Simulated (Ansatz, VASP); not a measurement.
# BiTe: VASP beside Ansatz

```
CELL_PARAMETERS angstrom
0.00000 3.23500 3.23500
3.23500 0.00000 3.23500
3.23500 3.23500 0.00000
ATOMIC_POSITIONS crystal
Bi 0.00000 0.00000 0.00000
Te 0.50000 0.50000 0.50000
```

Alike in both runs: task relaxation of cell and atoms; functional PBEsol; dispersion D4; k mesh 7 × 7 × 7; occupations fermi-dirac, width 0.05 eV; no spin polarisation.

```csv
,VASP,Ansatz
version,VASP 6.6.1,Ansatz 0.2.0
potentials or method,"VASP PAW PBE potentials, release 64 (Bi_d, Te)",Ansatz PAW
plane-wave cutoff (eV),600,420
valence electrons in the cell,21,31
```

|  | VASP | Ansatz | Ansatz less VASP |
| --- | --- | --- | --- |
| gap on the k mesh at the Fermi level, each at its own relaxed structure (eV) | none | none | - |
| relaxed volume (Å³/atom) | 32.02 | 32.01 | -0.009 |
| relaxed cell length with the largest relative difference (Å) | 4.491 | 4.490 | -0.0004 |

VASP's potentials were made for PBE, not for PBEsol. A gap of «none» marks a metal or a gap that the smearing closes. VASP's potentials hold 21 valence electrons a cell and Ansatz's 31, so a difference there can come from the potentials and not from the codes.

Spin-orbit coupling is off throughout. Noted on Ansatz's run: the plane-wave basis is chosen anew once the cell has moved, so the energies of steps on either side of that aren't comparable.
